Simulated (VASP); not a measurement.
Here is a VASP 6.6.1 calculation.

INCAR

```
PREC     = Accurate       # precision mode
ENCUT    = 520            # plane-wave cutoff, eV
EDIFF    = 1E-7           # SCF threshold, eV
ISMEAR   = -1             # smearing method
SIGMA    = 0.05           # smearing width, eV
LREAL    = Auto         
LASPH    = True           # aspherical terms in the spheres
NELM     = 200            # most SCF steps
ALGO     = Normal         # electronic algorithm
ISIF     = 2              # what is computed and relaxed
LWAVE    = False          # write WAVECAR
LCHARG   = False          # write CHGCAR
ISPIN    = 2              # spin polarisation
MAGMOM   = 0 0 0 0 0 0 0 0 0 0 0 0 0 0 0 0 0 0 0 0 0 0.125 0 0.125 0 0 0 0 0 0 0 0 0 0 0 0 0 0.125 0 0 0.125 0 0 0 0 0 0 0 0 0 0 0 0 0.125 0 0 0 0 0.125 0 0 0 0.125 0.125 # initial moments
LORBIT   = 11             # projections on sites
GGA      = PS             # functional
IBRION   = 2              # ionic algorithm
NSW      = 100            # ionic steps
EDIFFG   = -0.03          # ionic threshold
NELECT   = 257.0        
ISYM     = -1           
GGA_COMPAT= False        
NELMIN   = 4            
KPAR     = 1
```

The input KPOINTS:

```
explicit points
1
Reciprocal
  0.25000000   0.25000000   0.25000000 1
```

Contents of POSCAR:

```
C31N
1.0
    7.1076060000      0.0000000000      0.0000000000
    0.0000000000      7.1076060000      0.0000000000
    0.0000000000      0.0000000000      7.1076060000
C N
62 2
Direct
    0.9945660000      0.0015590000      0.0000090000
    0.0042270000      0.9930130000      0.5000870000
    0.9975420000      0.4956800000      0.0012780000
    0.0019870000      0.4989560000      0.4959110000
    0.5006690000      0.0033550000      0.0033980000
    0.5028920000      0.9996560000      0.5005180000
    0.5038080000      0.4968720000      0.0014710000
    0.1251360000      0.1253290000      0.1220740000
    0.1250220000      0.1246360000      0.6237280000
    0.1223970000      0.6247540000      0.1237640000
    0.1262580000      0.6232080000      0.6232860000
    0.6256690000      0.1226230000      0.1286610000
    0.6272970000      0.1284020000      0.6271930000
    0.6191430000      0.6242090000      0.1278320000
    0.2434700000      0.2484980000      0.0047740000
    0.2470700000      0.2536670000      0.4959270000
    0.2531500000      0.7500630000      0.0004490000
    0.2496390000      0.7493130000      0.4990820000
    0.7485180000      0.2479730000      0.0062990000
    0.7514920000      0.2553530000      0.4979770000
    0.7462880000      0.7464610000      0.0019730000
    0.7481210000      0.7476730000      0.4980890000
    0.3769600000      0.3712430000      0.1265950000
    0.3756090000      0.3748540000      0.6193270000
    0.3767240000      0.8779810000      0.1254240000
    0.3778360000      0.8717710000      0.6251460000
    0.8760130000      0.3782180000      0.1230860000
    0.8731000000      0.3734420000      0.6313660000
    0.8747960000      0.8764680000      0.1289920000
    0.8731200000      0.8777170000      0.6254860000
    0.2480260000      0.9972600000      0.2452480000
    0.2523460000      0.0000600000      0.7479850000
    0.2492950000      0.5047510000      0.2492170000
    0.2508740000      0.4986910000      0.7511560000
    0.7500870000      0.0002420000      0.2511510000
    0.7511670000      0.9979700000      0.7503910000
    0.7521950000      0.5013510000      0.2488010000
    0.7553800000      0.4922330000      0.7487410000
    0.3774590000      0.1244050000      0.3758420000
    0.3754150000      0.1271870000      0.8703500000
    0.3716220000      0.6278830000      0.3744520000
    0.3740200000      0.6293630000      0.8769460000
    0.8753070000      0.1232980000      0.3804450000
    0.8824720000      0.1231160000      0.8762290000
    0.8758520000      0.6225670000      0.3756420000
    0.8701970000      0.6239700000      0.8729610000
    0.9986450000      0.2554590000      0.2523290000
    0.9981040000      0.2493010000      0.7485660000
    0.9964520000      0.7497330000      0.2456750000
    0.0008920000      0.7507340000      0.7517390000
    0.4982480000      0.2521250000      0.2508360000
    0.5007160000      0.2501530000      0.7506810000
    0.4964870000      0.7475610000      0.2480450000
    0.4980330000      0.7529610000      0.7490390000
    0.1258950000      0.3714580000      0.3761310000
    0.1248520000      0.3716000000      0.8803950000
    0.1262160000      0.8751480000      0.3795290000
    0.1256560000      0.8767420000      0.8793770000
    0.6321090000      0.3785060000      0.3768100000
    0.6246720000      0.3788670000      0.8743510000
    0.6233630000      0.8750210000      0.3757310000
    0.6227030000      0.8725830000      0.8709880000
    0.4960290000      0.5028380000      0.4998340000
    0.6244440000      0.6253830000      0.6222160000
```

Potentials or basis: VASP PAW PBE potentials, release 64 (C, N).

Launch:

```sh
$ cat potpaw_PBE.64/C/POTCAR potpaw_PBE.64/N/POTCAR > POTCAR
$ mpirun -np 4 vasp_std > vasp.out
```

(1) Estimate the site moments.

(2) Predict the energy gained by relaxing.

(3) Predict the net moment.

Results:

(1) C +0.00, +0.01, -0.00, -0.01 (each value once); N +0.34 μB.

(2) 68.8 meV/atom.

(3) 1.00 μB per cell.

Caveat: the cell carries a net charge on a neutralising background, which shifts energy and pressure.
